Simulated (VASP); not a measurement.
## Mg2Si: single point with PBE

Crystal: Mg2Si.

```
Mg Si
1.0
     0.00000    3.11705    3.11705
     3.11705    0.00000    3.11705
     3.11705    3.11705    0.00000
Mg Si
2 1
Direct
  0.25000 0.25000 0.25000
  0.75000 0.75000 0.75000
  0.00000 0.00000 0.00000
```

- Program: VASP 6.6.1
- Task: single point
- Functional: PBE
- Potentials or basis: VASP PAW PBE potentials, release 64 (Mg, Si)
- Cutoff: 600 eV
- k mesh: 6 × 6 × 6
- Occupations: gaussian, width 0.01 eV
- Spin: no spin polarisation

```yaml
Pressure: 3.7 GPa
Band_gap_on_the_k_mesh: 0.13 eV (least direct gap 2.15 eV)
```

Levels at points of the mesh, in eV from the valence-band top:
```
           k point  band 1  band 2  band 3  band 4  band 5  band 6  band 7  band 8  band 9
(0.00, 0.00, 0.00)   -9.36    0.00    0.00    0.00    2.21    2.64    2.64    2.64    5.70
(0.50, 0.00, 0.00)   -7.83   -4.94   -0.72   -0.72    1.48    2.58    2.58    5.14    8.15
(0.50, 0.50, 0.00)   -7.23   -4.57   -2.02   -2.02    0.13    0.49    8.25    8.25    8.65
```

Wall time 9.2 s on 1 thread of Intel(R) Xeon(R) Platinum 8559C (Emerald Rapids), on a shared host, peak memory 0.2 GiB.

Caveat: the cell stands under pressure. A k mesh can miss the band edges.
